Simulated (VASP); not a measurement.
# W (Im-3m) in VASP: notebook, part 2 of 2

VASP 6.6.1. Earlier steps stand in the parts before.

## 3. Single point, r2SCAN

POSCAR reads:

```
W
1.0
    0.0000000000      0.0000000000      3.2661851600
    3.2661851600      0.0000000000      0.0000000000
    0.0000000000      3.2661851600      0.0000000000
W
2
Direct
    0.0000000000      0.0000000000      0.0000000000
    0.5000000000      0.5000000000      0.5000000000
```

INCAR.step1 reads:

```
SYSTEM = W
  PREC = Accurate
  ENCUT = 550
  ISMEAR = -1
  SIGMA = 0.15
  LREAL = .FALSE.
  LASPH = .TRUE.
  NELM = 120
  NBANDS = 21
  GGA = PE
  ALGO = Normal
  EDIFF = 1E-5
  LWAVE = .TRUE.
  LCHARG = .FALSE.
  GGA_COMPAT = .FALSE.
```

INCAR.step2 reads:

```
SYSTEM = W
  PREC = Accurate
  ENCUT = 550
  EDIFF = 1E-6
  ISMEAR = -1
  SIGMA = 0.15
  LREAL = .FALSE.
  LASPH = .TRUE.
  NELM = 120
  ALGO = Normal
  ISIF = 2
  LWAVE = .FALSE.
  LCHARG = .FALSE.
  METAGGA = R2SCAN
  LMIXTAU = .TRUE.
  NBANDS = 21
  ISTART = 1
  GGA_COMPAT = .FALSE.
```

KPOINTS reads:

```
Automatic mesh
0
G
  6 6 6
  0 0 0
```

Potentials or basis: VASP PAW PBE potentials, release 64 (W_sv).

Launch:

```console
$ cat potpaw_PBE.64/W_sv/POTCAR > POTCAR
$ cp INCAR.step1 INCAR
$ mpirun -np 1 vasp_std > vasp.out
$ cp INCAR.step2 INCAR
$ mpirun -np 1 vasp_std > vasp.out
```

OUTCAR:

```text
SYSTEM = W
   PREC = Accurate
   ENCUT = 550
   EDIFF = 1E-6
   ISMEAR = -1
   LREAL = .FALSE.
   LASPH = .TRUE.
   NELM = 120
   ISIF = 2
   METAGGA = R2SCAN
   ISTART = 1

 ion  position               nearest neighbor table
   1  0.000  0.000  0.000-   2 2.83   2 2.83   2 2.83   2 2.83   2 2.83   2 2.83   2 2.83   2 2.83

   2  0.500  0.500  0.500-   1 2.83   1 2.83   1 2.83   1 2.83   1 2.83   1 2.83   1 2.83   1 2.83

  LATTYP: Found a simple cubic cell.
 ALAT       =     3.2661851600

  Lattice vectors:

 A1 = (   0.0000000000,   0.0000000000,   3.2661851600)
 A2 = (   3.2661851600,   0.0000000000,   0.0000000000)
 A3 = (   0.0000000000,   3.2661851600,   0.0000000000)

Analysis of symmetry for initial positions (statically):
=====================================================================
 Subroutine PRICEL returns following result:

  LATTYP: Found a body centered cubic cell.
 ALAT       =     3.2661851600

  Lattice vectors:

 A1 = (   1.6330925800,  -1.6330925800,   1.6330925800)
 A2 = (   1.6330925800,   1.6330925800,  -1.6330925800)
 A3 = (  -1.6330925800,   1.6330925800,   1.6330925800)

   2 primitive cells build up your supercell.

 Routine SETGRP: Setting up the symmetry group for a
 simple cubic supercell.

 Subroutine GETGRP returns: Found 48 space group operations
 (whereof 48 operations were pure point group operations)
 out of a pool of 48 trial point group operations.

The static configuration has the point symmetry O_h .

Analysis of symmetry for dynamics (positions and initial velocities):
=====================================================================
 Subroutine PRICEL returns following result:

  LATTYP: Found a body centered cubic cell.
[... 120 lines left out ...]
   PSTRESS=    0.0 pullay stress
   NELECT =      28.0000    total number of electrons
   NUPDOWN=      -1.0000    fix difference up-down
   EMIN   =  10.00;   EMAX   =-10.00  energy-range for DOS
   EFERMI =   0.00;   METHOD = LEGACY
   ISMEAR =    -1;   SIGMA  =   0.15  broadening in eV -4-tet -1-fermi 0-gaus
   EFERMI_NEDOS =   21; number of points for ismear=-14 and -15
   IALGO  =     38    algorithm
   IMIX   =      4    mixing-type and parameters
     AMIX     =   0.40;   BMIX     =  1.00
     AMIX_MAG =   1.60;   BMIX_MAG =  1.00
  volume/ion in A,a.u.               =      17.42       117.57
  Fermi-wavevector in a.u.,A,eV,Ry     =   1.522019  2.876199 31.518460  2.316541
  Thomas-Fermi vector in A             =   2.630655
   LORBIT       =      0    0 simple, 1 ext, 2 COOP (PROOUT), +10 PAW based schemes
   METAGGA = R2SCAN    functional components
   LHFCALC =     F    Hartree Fock is set to
   AEXX    =    0.0000 exact exchange contribution
   IVDW    =     0    specifies the selected vdW correction
   LEPSILON=     F    determine dielectric tensor
   LRPA    =     F    only Hartree local field effects (RPA)
 non-spin polarized calculation
  energy-cutoff  :      550.00
  volume of cell :       34.84
 maximum number of plane-waves:      1064
 NGX is ok and might be reduce to    28
   NGX = 13   NGY = 13   NGZ = 13

 number of electron      28.0000004 magnetization

 Free energy of the ion-electron system (eV)
  ---------------------------------------------------
  ext. energy  EPLUGINS =         0.00000000
  ---------------------------------------------------
  free energy    TOTEN  =      -102.52365575 eV

  energy without entropy =     -102.46685073  energy(sigma->0) =     -102.49525324

 E-fermi :   9.9480     XC(G=0): -14.3540

 val. band max:        9.5815533408   @ k =   0.3333   0.0000   0.0000
 cond. band min:       9.9659101872   @ k =   0.3333   0.0000   0.0000
 fundamental gap:      0.3843568464
 Fermi energy:         9.9479855420

 k-point     1 :       0.0000    0.0000    0.0000
  band No.  band energies     occupation
      1     -66.2629      2.00000
      2     -66.0883      2.00000
      3     -29.9625      2.00000
      4     -29.9625      2.00000
      5     -29.9624      2.00000
      6     -29.2516      2.00000
[... 469 lines left out ...]
     20      16.2508      0.00000
     21      21.5813      0.00000

------------------------ aborting loop because EDIFF is reached ----------------------------------------

  FORCE on cell =-STRESS in cart. coord.  units (eV):
  Direction    XX          YY          ZZ          XY          YZ          ZX
  --------------------------------------------------------------------------------------
  -------------------------------------------------------------------------------------
  Total       -5.1345405     -5.1345405     -5.1345405      0.0000000      0.0000000      0.0000000
  in kB     -236.0966181   -236.0966181   -236.0966181      0.0000000      0.0000000      0.0000000
  external PRESSURE =    -236.0966181 kB  Pullay stress =       0.0000000 kB

 VOLUME and BASIS-vectors are now :
 -----------------------------------------------------------------------------
  energy-cutoff  :      550.00
  volume of cell :       34.84
      direct lattice vectors                 reciprocal lattice vectors
     0.000000000  0.000000000  3.266185160     0.000000000  0.000000000  0.306167578
     3.266185160  0.000000000  0.000000000     0.306167578  0.000000000  0.000000000
     0.000000000  3.266185160  0.000000000     0.000000000  0.306167578  0.000000000

 POSITION                                       TOTAL-FORCE (eV/Angst)
 -----------------------------------------------------------------------------------
      0.00000      0.00000      0.00000        -0.000000     -0.000000     -0.000000
      1.63309      1.63309      1.63309         0.000000      0.000000      0.000000
 -----------------------------------------------------------------------------------
    total drift:                                0.000000      0.000000      0.000000

  FREE ENERGIE OF THE ION-ELECTRON SYSTEM (eV)
  ---------------------------------------------------
  free  energy   TOTEN  =      -102.5236557466 eV

  energy  without entropy=     -102.4668507308  energy(sigma->0) =     -102.49525324
```

OSZICAR.step1:

```text
N       E                     dE             d eps       ncg     rms          rms(c)
DAV:   1     0.278374791934E+03    0.27837E+03   -0.16274E+04   840   0.160E+03
DAV:   2    -0.176841113505E+02   -0.29606E+03   -0.28783E+03   905   0.467E+02
DAV:   3    -0.270839510512E+02   -0.93998E+01   -0.92148E+01   979   0.807E+01
DAV:   4    -0.271807395744E+02   -0.96789E-01   -0.96726E-01   911   0.860E+00
DAV:   5    -0.271817248821E+02   -0.98531E-03   -0.98530E-03   971   0.919E-01    0.248E+01
DAV:   6    -0.260624188586E+02    0.11193E+01   -0.14998E+00   935   0.114E+01    0.901E+00
DAV:   7    -0.258061823645E+02    0.25624E+00   -0.69991E-01   937   0.718E+00    0.107E+00
DAV:   8    -0.257978829191E+02    0.82994E-02   -0.12003E-02   840   0.106E+00    0.117E-01
DAV:   9    -0.257978582077E+02    0.24711E-04   -0.46953E-04   994   0.187E-01    0.604E-02
DAV:  10    -0.257978471748E+02    0.11033E-04   -0.22450E-05   695   0.500E-02    0.295E-02
DAV:  11    -0.257978490944E+02   -0.19196E-05   -0.29524E-06   435   0.138E-02
   1 F= -.25797849E+02 E0= -.25765173E+02  d E =-.653521E-01
```

Wall time 54 s (1 thread of AMD EPYC 7R13 (Zen 3), shared host); peak memory 0.13 GiB.

Results:

```yaml
Free_energy: -102.5237 eV
Pressure: -23.6 GPa
Band_gap_on_the_k_mesh: zero (bands 14 and 15 overlap by 0.77 eV)
```

Caveat: the cell stands under tension; the PAW data sets were made with another functional, which shifts forces and pressure a little; spin-orbit coupling is left out, which moves the levels of the heavy elements.

## 4. Single point, r2SCAN

POSCAR is that of step 3.

INCAR.step1 reads:

```
PREC     = Accurate       # precision mode
ENCUT    = 550            # plane-wave cutoff, eV
ISMEAR   = -1             # smearing method
SIGMA    = 0.1            # smearing width, eV
LREAL    = F              # projectors in reciprocal space
LASPH    = T              # aspherical terms in the spheres
NELM     = 120            # most SCF steps
NBANDS   = 21             # bands
GGA      = PE             # functional
ALGO     = Normal         # electronic algorithm
EDIFF    = 1E-5           # SCF threshold, eV
LWAVE    = T              # write WAVECAR
LCHARG   = F              # write CHGCAR
GGA_COMPAT= F
```

INCAR.step2 reads:

```
PREC     = Accurate       # precision mode
ENCUT    = 550            # plane-wave cutoff, eV
EDIFF    = 1E-6           # SCF threshold, eV
ISMEAR   = -1             # smearing method
SIGMA    = 0.1            # smearing width, eV
LREAL    = F              # projectors in reciprocal space
LASPH    = T              # aspherical terms in the spheres
NELM     = 120            # most SCF steps
ALGO     = Normal         # electronic algorithm
ISIF     = 2              # what is computed and relaxed
LWAVE    = F              # write WAVECAR
LCHARG   = F              # write CHGCAR
METAGGA  = R2SCAN         # meta-GGA
LMIXTAU  = T            
NBANDS   = 21             # bands
ISTART   = 1            
GGA_COMPAT= F
```

KPOINTS reads:

```
regular mesh
0
Gamma
  6 6 6
```

Launch:

```console
$ cat potpaw_PBE.64/W_sv/POTCAR > POTCAR
$ cp INCAR.step1 INCAR
$ mpirun -np 1 vasp_std > vasp.out
$ cp INCAR.step2 INCAR
$ mpirun -np 1 vasp_std > vasp.out
```

Wall time 55 s (1 thread of AMD EPYC 7R13 (Zen 3), shared host); peak memory 0.14 GiB.

Results (log left out):

- Free energy: -102.5083 eV
- Pressure: -23.7 GPa
- Band gap on the k mesh: zero (bands 14 and 15 overlap by 0.77 eV)

Levels at points of the mesh, in eV from the Fermi level:
```
           k point  band 11  band 12  band 13  band 14  band 15  band 16  band 17  band 18
(0.00, 0.00, 0.00)    -5.27    -1.15    -1.15    -1.15     2.34     2.34     4.66     4.66
(0.50, 0.00, 0.00)    -2.37    -2.37    -0.54    -0.54    -0.54    -0.54     1.26     1.26
(0.50, 0.50, 0.00)    -3.32    -3.32     0.22     0.22     2.12     2.12     3.06     3.06
(0.50, 0.50, 0.50)    -2.96    -2.96    -2.96    -2.96     3.21     3.21     3.21     3.21
```

Caveat: the cell stands under tension; the PAW data sets were made with another functional, which shifts forces and pressure a little; spin-orbit coupling is left out, which moves the levels of the heavy elements.

The gap in the log of VASP goes by the Fermi energy; the results here count the filled bands.